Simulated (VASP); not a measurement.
Set up this calculation in VASP 6.6.1, as the native input.

```
Task                   : single point
Functional             : PBEsol
Potentials or basis    : VASP PAW PBE potentials, release 64 (Pt)
Cutoff                 : 520 eV
k mesh                 : 13 × 13 × 13
Occupations            : methfessel-paxton, width 0.01 eV
Spin                   : no spin polarisation
Dipole correction      : no
Further INCAR settings : ALGO = Normal; EDIFF = 1e-06; NBANDS = 11
```

The structure of Pt lies in POSCAR:

```
Pt
1.0
   -1.5842200000      1.5842200000      1.5842200000
    1.5842200000     -1.5842200000      1.5842200000
    1.5842200000      1.5842200000     -1.5842200000
Pt
1
Direct
    0.0000000000      0.0000000000      0.0000000000
```

These files were run (other wordings do the same):

INCAR

```
PREC     = Accurate       # precision mode
ENCUT    = 520            # plane-wave cutoff, eV
EDIFF    = 1E-6           # SCF threshold, eV
ISMEAR   = 1              # smearing method
SIGMA    = 0.01           # smearing width, eV
LREAL    = False          # projectors in reciprocal space
LASPH    = True           # aspherical terms in the spheres
NELM     = 60             # most SCF steps
ALGO     = Normal         # electronic algorithm
ISIF     = 2              # what is computed and relaxed
LWAVE    = False          # write WAVECAR
LCHARG   = False          # write CHGCAR
GGA      = PS             # functional
NBANDS   = 11             # bands
```

KPOINTS

```
Automatic mesh
0
Gamma
  13 13 13
```

Potentials or basis: VASP PAW PBE potentials, release 64 (Pt).

Launch:

```bash
$ cat potpaw_PBE.64/Pt/POTCAR > POTCAR
$ mpirun -np 1 vasp_std > vasp.out
```

It gave:

```
Pressure               : -11.5 GPa
Band gap on the k mesh : zero (band 5 reaches 10.80 eV, above the bottom of band 6 at 8.78 eV)
```

Caveat: the PAW data sets were made with another functional, which shifts forces and pressure a little; spin-orbit coupling is left out, which moves the levels of the heavy elements.

Wall time 9.8 s on 1 thread of Intel(R) Xeon(R) Platinum 8375C CPU @ 2.90GHz (Ice Lake), with other jobs on the host, peak memory 0.13 GiB.
